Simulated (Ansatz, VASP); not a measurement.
# One calculation of Rh, two programs

```
CELL_PARAMETERS angstrom
2.75083 0.00000 0.00000
-1.37542 2.38229 0.00000
0.00000 0.00000 8.25525
ATOMIC_POSITIONS crystal
Rh 0.00000 0.00000 0.00000
Rh 0.33333 0.66667 0.25000
Rh 0.00000 0.00000 0.50000
Rh 0.66667 0.33333 0.75000
```

Alike in both runs: task single point; functional PBEsol; k mesh 24 × 24 × 6; occupations gaussian, width 0.15 eV; no spin polarisation.

```csv
,VASP,Ansatz
version,VASP 6.6.1,Ansatz 0.2.0
potentials or method,"VASP PAW PBE potentials, release 64 (Rh_pv), cutoff 520 eV","scalar-relativistic, plane waves, PAW"
valence electrons in the cell,60,68
```

```csv
,VASP,Ansatz,Ansatz less VASP
gap on the k mesh at the Fermi level (eV),none,none,-
pressure (GPa),2.6,2.7,+0.07
"traceless stress, the component that is largest in VASP (GPa)",19.07,19.09,+0.021
```

VASP's potentials were made for PBE, not for PBEsol. A gap of «none» marks a metal or a gap that the smearing closes. VASP's potentials hold 60 valence electrons a cell and Ansatz's 68, so a difference there can come from the potentials and not from the codes.
